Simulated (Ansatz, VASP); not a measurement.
One calculation of Ta4C3, two programs

File INCAR:

```
  PREC = Accurate
  ENCUT = 520
  EDIFF = 1E-7
  ISMEAR = -1
  SIGMA = 0.05
  LREAL = False
  LASPH = True
  NELM = 100
  ALGO = Normal
  ISIF = 2
  LWAVE = False
  LCHARG = False
  GGA = PS
  NBANDS = 37
```

The input KPOINTS:

```
Automatic mesh
0
Gamma
  6 6 6
```

The input POSCAR:

```
Ta4C3
1.0
    4.4154460004      0.0000000000      0.0000000000
    0.0000000000      4.4154460004      0.0000000000
    0.0000000000      0.0000000000      4.4154460004
Ta C
4 3
Direct
    0.0000000000      0.0000000000      0.0000000000
    0.5000000000      0.5000000000      0.0000000000
    0.5000000000      0.0000000000      0.5000000000
    0.0000000000      0.5000000000      0.5000000000
    0.0000000000      0.0000000000      0.5000000000
    0.0000000000      0.5000000000      0.0000000000
    0.5000000000      0.0000000000      0.0000000000
```

Contents of input.yaml:

```yaml
crystal:
  lattice:
    - [4.4154460004, 0.0, 0.0]
    - [0.0, 4.4154460004, 0.0]
    - [0.0, 0.0, 4.4154460004]
  atoms:
    - { symbol: Ta, position: [0.0, 0.0, 0.0] }
    - { symbol: Ta, position: [0.5, 0.5, 0.0] }
    - { symbol: Ta, position: [0.5, 0.0, 0.5] }
    - { symbol: Ta, position: [0.0, 0.5, 0.5] }
    - { symbol: C, position: [0.0, 0.0, 0.5] }
    - { symbol: C, position: [0.0, 0.5, 0.0] }
    - { symbol: C, position: [0.5, 0.0, 0.0] }
kpoints:
  mp_grid: { grid: [6, 6, 6] }
scf:
  occupations: { method: fermi_dirac, width: 0.05 }
hamiltonian:
  xc: pbesol
  pseudopotentials: { kind: all_electron, lapw: { basis_error: 0.001 } }
output:
  forces: true
  stress: true
  eigenvalues: true
```

Change from the starting cell: volume scaled by 0.98.

Alike in both runs: task single point; functional PBEsol; k mesh 6 × 6 × 6; occupations fermi-dirac, width 0.05 eV; no spin polarisation.

|  | VASP | Ansatz |
| --- | --- | --- |
| version | VASP 6.6.1 | Ansatz 0.2.0 |
| potentials or method | VASP PAW PBE potentials, release 64 (Ta_pv, C), cutoff 520 eV | all-electron LAPW, scalar-relativistic |

```tsv
	VASP	Ansatz	Ansatz less VASP
gap on the k mesh at the Fermi level (eV)	none	none	-
pressure (GPa)	-2.0	-2.8	-0.81
```

VASP's potentials were made for PBE, not for PBEsol. A gap of «none» marks a metal or a gap that the smearing closes. Ansatz ran all-electron here, and VASP with PAW potentials.

Neither program's run includes spin-orbit coupling.
